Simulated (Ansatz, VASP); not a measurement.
## One calculation of Al6O, two programs

```
CELL_PARAMETERS angstrom
2.88639 0.00000 0.00000
-1.44320 2.49969 0.00000
0.00000 0.00000 14.48804
ATOMIC_POSITIONS crystal
Al 0.33333 0.66667 0.06946
Al 0.00000 0.00000 0.86179
Al 0.66667 0.33333 0.69921
Al 0.00000 0.00000 0.38155
Al 0.33333 0.66667 0.54079
Al 0.66667 0.33333 0.22409
O 0.00000 0.00000 0.00410
```

Alike in both runs: task single point; functional PBE; k mesh 12 × 12 × 2; occupations gaussian, width 0.1 eV; no spin polarisation.

```csv
,VASP,Ansatz
version,VASP 6.6.1,Ansatz 0.2.0
potentials or method,"VASP PAW PBE potentials, release 64 (Al, O), cutoff 520 eV","scalar-relativistic, plane waves, PAW"
valence electrons in the cell,24,24
```

```tsv
	VASP	Ansatz	Ansatz less VASP
gap on the k mesh at the Fermi level (eV)	none	none	-
pressure (GPa)	-0.1	0.0	+0.05
traceless stress, the component that is largest in VASP (GPa)	-0.06	-0.03	+0.033
```

A gap of «none» marks a metal or a gap that the smearing closes.
